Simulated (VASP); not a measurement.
Write the native input for VASP 6.6.1 that does the following.

```yaml
Task: relaxation of the atoms
Functional: r2SCAN
Potentials_or_basis: VASP PAW PBE potentials, release 64 (C)
Cutoff: 520 eV
k_mesh: 9 × 9 × 6
Occupations: gaussian, width 0.02 eV
Spin: no spin polarisation
Dipole_correction: no
Further_INCAR_settings: ALGO = Normal; EDIFF = 1e-06; IBRION = 2; EDIFFG = -0.002; NSW = 60
```

C:

```xyz
4
Lattice="2.4551 0.0000 0.0000 -1.2276 2.1262 0.0000 0.0000 0.0000 4.1272" Properties=species:S:1:pos:R:3 pbc="T T T"
C     0.0000    1.4175   -0.0011
C     1.2276    0.7087    2.0625
C     0.0000    1.4175    1.5447
C     1.2276    0.7087    3.6083
```

This cell differs from its parent crystal: strained cell.

One way to write it, as run:

POSCAR

```
C
1.0
    2.4551039511      0.0000000000      0.0000000000
   -1.2275519756      2.1261823906      0.0000000000
    0.0000000000      0.0000000000      4.1271665148
C
4
Direct
    0.3333333333      0.6666666667     -0.0002690400
    0.6666666667      0.3333333333      0.4997309600
    0.3333333333      0.6666666667      0.3742690400
    0.6666666667      0.3333333333      0.8742690400
```

INCAR.step1

```
SYSTEM = C
PREC = Accurate
ENCUT = 520
ISMEAR = 0
SIGMA = 0.02
LREAL = .FALSE.
LASPH = .TRUE.
NELM = 100
GGA = PE
ALGO = Normal
EDIFF = 1E-4
LWAVE = .TRUE.
LCHARG = .FALSE.
```

INCAR.step2

```
SYSTEM = C
PREC = Accurate
ENCUT = 520
EDIFF = 1E-6
ISMEAR = 0
SIGMA = 0.02
LREAL = .FALSE.
LASPH = .TRUE.
NELM = 100
ALGO = Normal
ISIF = 2
LWAVE = .FALSE.
LCHARG = .FALSE.
METAGGA = R2SCAN
LMIXTAU = .TRUE.
IBRION = 2
NSW = 60
EDIFFG = -0.002
ISTART = 1
```

KPOINTS

```
Automatic mesh
0
G
  9 9 6
  0 0 0
```

Potentials or basis: VASP PAW PBE potentials, release 64 (C).

The run is started by

```console
$ cat potpaw_PBE.64/C/POTCAR > POTCAR
$ cp INCAR.step1 INCAR
$ mpirun -np 1 vasp_std > vasp.out
$ cp INCAR.step2 INCAR
$ mpirun -np 1 vasp_std > vasp.out
```

It gave:

- Energy gained by relaxing: 0.1 meV/atom
- Ionic steps: 3
- Pressure after relaxing: 25.4 GPa
- Band gap on the k mesh: 3.33 eV, indirect (least direct gap 5.36 eV)

Caveat: the cell differs from its parent crystal (strained cell); the PAW data sets were made with another functional, which shifts forces and pressure a little.

Run time: 44 s on 1 thread of Intel(R) Xeon(R) 6975P-C (Granite Rapids) (shared host), peak memory 0.13 GiB.
